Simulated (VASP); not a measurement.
# Ta6N5 (a cell with a defect) in VASP: single point with PBEsol

Aim: the single point of Ta6N5 (a cell with a defect) with PBEsol.

Everything below comes from runs of VASP 6.6.1. Logs are shortened: lines on timing, memory, paths and dates and some standing lists are left out, and cuts for length are marked.

## (1) The cell of the first run

The cell holds a defect, 11 atoms: a = 5.187 Å, b = 5.187 Å, c = 5.810 Å, α = 90.00°, β = 90.00°, γ = 120.00°.

## (2) Single point, PBEsol

Input file INCAR:

```
  PREC = Accurate
  ENCUT = 520
  EDIFF = 1E-7
  ISMEAR = -1
  SIGMA = 0.5
  LREAL = F
  LASPH = T
  NELM = 60
  ALGO = Normal
  ISIF = 2
  LWAVE = F
  LCHARG = T
  GGA = PS
  LELF = T
  LVHAR = T
  NBANDS = 56
```

Input file KPOINTS:

```
regular mesh
0
Gamma
  4 4 3
```

Input file POSCAR:

```
Ta6N5
1.0
    5.1873401000     -0.0000000300      0.0000000000
   -2.5936700200      4.4923683200      0.0000000000
    0.0000000000      0.0000000000      5.8095353900
Ta N
6 5
Direct
    0.0050001525     -0.0004604929     -0.0004936931
    0.3328595273      0.6662578783      0.2494229894
    0.6661203919      0.3328014732      0.2494295232
   -0.0038105949     -0.0004606811      0.4995092475
    0.3328553364      0.6662533205      0.7495638151
    0.6661138985      0.3328000779      0.7495727335
    0.3998581926     -0.0004703958     -0.0005051770
    0.6093954039      0.6069275932     -0.0005087335
    0.0020101209      0.3921439051     -0.0005089743
    0.5990187566     -0.3995614714      0.4994971847
   -0.0018899942      0.3986028907      0.4995068082
```

Potentials or basis: VASP PAW PBE potentials, release 64 (Ta_pv, N).

Command:

```console
$ cat potpaw_PBE.64/Ta_pv/POTCAR potpaw_PBE.64/N/POTCAR > POTCAR
$ mpirun -np 1 vasp_std > vasp.out
```

OUTCAR:

```text
PREC = Accurate
   ENCUT = 520
   EDIFF = 1E-7
   ISMEAR = -1
   LREAL = F
   LASPH = T
   NELM = 60
   ISIF = 2
   GGA = PS

 ion  position               nearest neighbor table
   1  0.005  1.000  1.000-   9 2.04   8 2.04   7 2.05   4 2.91   4 2.91   3 3.31   6 3.31   2 3.31
                             5 3.31   2 3.33   5 3.33   3 3.33   6 3.33   2 3.35   3 3.35   6 3.35
   2  0.333  0.666  0.249-  10 2.15   7 2.15   9 2.15  11 2.15   8 2.17   5 2.90   5 2.91   3 2.99
                             3 3.00   3 3.00   1 3.31   4 3.32   1 3.33   4 3.33   4 3.34   1 3.35
   3  0.666  0.333  0.249-  11 2.15   7 2.15   8 2.15  10 2.15   9 2.17   6 2.90   6 2.91   2 2.99
                             2 3.00   2 3.00   1 3.31   4 3.32   1 3.33   4 3.33   4 3.34   1 3.35
   4  0.996  1.000  0.500-  11 2.07  10 2.07   1 2.91   1 2.91   5 3.32   6 3.32   3 3.32   2 3.32
                             5 3.33   2 3.33   6 3.33   3 3.33   6 3.34   3 3.34   5 3.34   2 3.34
   5  0.333  0.666  0.750-  10 2.15   7 2.15   9 2.15  11 2.15   8 2.17   2 2.90   2 2.91   6 2.99
                             6 3.00   6 3.00   1 3.31   4 3.32   1 3.33   4 3.33   4 3.34   1 3.35
   6  0.666  0.333  0.750-  11 2.15   7 2.15   8 2.15  10 2.15   9 2.17   3 2.90   3 2.91   5 2.99
                             5 3.00   5 3.00   1 3.31   4 3.32   1 3.33   4 3.33   4 3.34   1 3.35
   7  0.400  1.000  0.999-   1 2.05   6 2.15   2 2.15   3 2.15   5 2.15
   8  0.609  0.607  0.999-   1 2.04   6 2.15   3 2.15   5 2.17   2 2.17
   9  0.002  0.392  0.999-   1 2.04   5 2.15   2 2.15   6 2.17   3 2.17
  10  0.599  0.600  0.499-   4 2.07   5 2.15   2 2.15   3 2.15   6 2.15
  11  0.998  0.399  0.500-   4 2.07   6 2.15   3 2.15   5 2.15   2 2.15

  LATTYP: Found a hexagonal cell.
 ALAT       =     5.1873401000
 C/A-ratio  =     1.1199449579

  Lattice vectors:

 A1 = (   5.1873401000,  -0.0000000300,   0.0000000000)
 A2 = (  -2.5936700200,   4.4923683200,   0.0000000000)
 A3 = (   0.0000000000,   0.0000000000,   5.8095353900)

Analysis of symmetry for initial positions (statically):
=====================================================================
 Subroutine PRICEL returns:
 Original cell was already a primitive cell.

 Routine SETGRP: Setting up the symmetry group for a
 hexagonal supercell.

 Subroutine GETGRP returns: Found  1 space group operations
 (whereof  1 operations were pure point group operations)
 out of a pool of 24 trial point group operations.

The static configuration has the point symmetry C_1 .

Analysis of symmetry for dynamics (positions and initial velocities):
=====================================================================
 Subroutine PRICEL returns:
 Original cell was already a primitive cell.

 Routine SETGRP: Setting up the symmetry group for a
 hexagonal supercell.

 Subroutine GETGRP returns: Found  1 space group operations
[... 138 lines left out ...]
   IALGO  =     38    algorithm
   IMIX   =      4    mixing-type and parameters
     AMIX     =   0.40;   BMIX     =  1.00
     AMIX_MAG =   1.60;   BMIX_MAG =  1.00
  volume/ion in A,a.u.               =      12.31        83.05
  Fermi-wavevector in a.u.,A,eV,Ry     =   1.434063  2.709986 27.980868  2.056536
  Thomas-Fermi vector in A             =   2.553512
   LORBIT       =      0    0 simple, 1 ext, 2 COOP (PROOUT), +10 PAW based schemes
   GGA     = PS    functional components
   LHFCALC =     F    Hartree Fock is set to
   AEXX    =    0.0000 exact exchange contribution
   IVDW    =     0    specifies the selected vdW correction
   LEPSILON=     F    determine dielectric tensor
   LRPA    =     F    only Hartree local field effects (RPA)
 non-spin polarized calculation
  energy-cutoff  :      520.00
  volume of cell :      135.38
 maximum number of plane-waves:      3693
 NGX is ok and might be reduce to    40
   NGX = 19   NGY = 19   NGZ = 21

 number of electron      91.0000001 magnetization

 Free energy of the ion-electron system (eV)
  ---------------------------------------------------
  ext. energy  EPLUGINS =         0.00000000
  ---------------------------------------------------
  free energy    TOTEN  =      -132.14883057 eV

  energy without entropy =     -128.98993081  energy(sigma->0) =     -130.56938069

 E-fermi :   7.2502     XC(G=0): -12.9231

 val. band max:        7.2029074193   @ k =   0.0000   0.0000   0.3333
 cond. band min:       7.2637340864   @ k =   0.5000   0.2500   0.3333
 fundamental gap:      0.0608266672
 Fermi energy:         7.2501968838

 k-point     1 :       0.0000    0.0000    0.0000
  band No.  band energies     occupation
      1     -28.5947      2.00000
      2     -28.3976      2.00000
      3     -28.3256      2.00000
      4     -28.1937      2.00000
      5     -28.1694      2.00000
      6     -28.0881      2.00000
[... 1405 lines left out ...]
     55      10.2778      0.00468
     56      10.3763      0.00385

 [... further k-points ...]

------------------------ aborting loop because EDIFF is reached ----------------------------------------

  FORCE on cell =-STRESS in cart. coord.  units (eV):
  Direction    XX          YY          ZZ          XY          YZ          ZX
  --------------------------------------------------------------------------------------
  -------------------------------------------------------------------------------------
  Total       -5.6315228     -4.7248961      0.5360790     -0.0023520      0.0004979     -0.0004089
  in kB      -66.6461324    -55.9166791      6.3442156     -0.0278347      0.0058918     -0.0048390
  external PRESSURE =     -38.7395320 kB  Pullay stress =       0.0000000 kB

 VOLUME and BASIS-vectors are now :
 -----------------------------------------------------------------------------
  energy-cutoff  :      520.00
  volume of cell :      135.38
      direct lattice vectors                 reciprocal lattice vectors
     5.187340100 -0.000000030  0.000000000     0.192777027  0.111299867  0.000000000
    -2.593670020  4.492368320  0.000000000     0.000000001  0.222599736  0.000000000
     0.000000000  0.000000000  5.809535390     0.000000000  0.000000000  0.172130804

 POSITION                                       TOTAL-FORCE (eV/Angst)
 -----------------------------------------------------------------------------------
     -2.56654      4.49030      5.80667         0.002405     -0.000744     -0.000421
     -0.00140      2.99308      1.44903        -0.011464      0.022469      0.019189
      2.59222      1.49507      1.44907        -0.009777     -0.022301      0.018619
      2.57510      4.49030      2.90192         0.050982     -0.001400     -0.000691
     -0.00141      2.99306      4.35462        -0.011340      0.023166     -0.018497
      2.59219      1.49506      4.35467        -0.009650     -0.022467     -0.019451
     -0.51825      4.49026      5.80660         0.004979      0.000052      0.000483
      1.58697      2.72654      5.80658        -0.001956     -0.005348      0.000765
     -1.00666      1.76165      5.80658        -0.003137      0.005016      0.000755
      1.54997      2.69739      2.90185        -0.004713      0.000546      0.000066
      4.14369      1.79067      2.90190        -0.006328      0.001011     -0.000818
 -----------------------------------------------------------------------------------
    total drift:                                0.000010      0.000026      0.000033

  FREE ENERGIE OF THE ION-ELECTRON SYSTEM (eV)
  ---------------------------------------------------
  free  energy   TOTEN  =      -132.1488305652 eV

  energy  without entropy=     -128.9899308146  energy(sigma->0) =     -130.56938069
```

OSZICAR:

```text
N       E                     dE             d eps       ncg     rms          rms(c)
DAV:   1     0.934329314847E+03    0.93433E+03   -0.49551E+04  2912   0.169E+03
DAV:   2    -0.740370868542E+02   -0.10084E+04   -0.97798E+03  3280   0.506E+02
DAV:   3    -0.146020156568E+03   -0.71983E+02   -0.70829E+02  3480   0.126E+02
[... 26 lines left out ...]
DAV:  30    -0.132148830120E+03   -0.21479E-06   -0.21496E-06  1840   0.369E-05    0.862E-05
DAV:  31    -0.132148830270E+03   -0.15035E-06   -0.15070E-06  1816   0.351E-05    0.770E-05
DAV:  32    -0.132148830383E+03   -0.11225E-06   -0.11215E-06  1816   0.212E-05    0.784E-05
DAV:  33    -0.132148830482E+03   -0.99914E-07   -0.10048E-06  1816   0.185E-05    0.778E-05
DAV:  34    -0.132148830565E+03   -0.82751E-07   -0.83077E-07  1776   0.117E-05
   1 F= -.13214883E+03 E0= -.13056938E+03  d E =-.315890E+01
```

stdout:

```text
POSCAR found type information on POSCAR TaN
 POSCAR found :  2 types and      11 ions
 scaLAPACK will be used
 -----------------------------------------------------------------------------
|                                                                             |
|                                                                             |
|     You enforced a specific xc type in the INCAR file but a different       |
|     I HOPE YOU KNOW WHAT YOU ARE DOING!                                     |
|                                                                             |
 -----------------------------------------------------------------------------

 LDA part: xc-table for (Slater+PW92), standard interpolation
 POSCAR, INCAR and KPOINTS ok, starting setup
 FFT: planning ... GRIDC
 FFT: planning ... GRID_SOFT
 FFT: planning ... GRID
 WAVECAR not read
 entering main loop
```

It took 3.9 min on 1 thread of Intel Xeon 6975P-C (Granite Rapids), shared host; peak memory 0.34 GiB.

Results:

```yaml
Free_energy: -132.1488 eV
Pressure: -3.9 GPa
Largest_force: 0.051 eV/Å
Band_gap_on_the_k_mesh: zero (an odd number of electrons rules out a gap without spin polarisation)
```

Forces in eV/Å, atoms in the order of the input:
```
Ta   0.002 -0.001  0.000
Ta  -0.011  0.022  0.019
Ta  -0.010 -0.022  0.019
Ta   0.051 -0.001 -0.001
Ta  -0.011  0.023 -0.018
Ta  -0.010 -0.022 -0.019
N    0.005  0.000  0.000
N   -0.002 -0.005  0.001
N   -0.003  0.005  0.001
N   -0.005  0.001  0.000
N   -0.006  0.001 -0.001
```

Stress tensor (GPa, compression positive):
```
-6.66  0.00  0.00
 0.00 -5.59  0.00
 0.00  0.00  0.63
```

Caveat: the k points lie up to 0.36 Å⁻¹ apart, too coarse for converged energies and pressures of a metal; so wide a smearing shifts energies and pressures; the PAW data sets were made with another functional, which shifts forces and pressure a little; spin-orbit coupling is left out, which moves the levels of the heavy elements.

The gap in the log of VASP goes by the Fermi energy; the results here count the filled bands.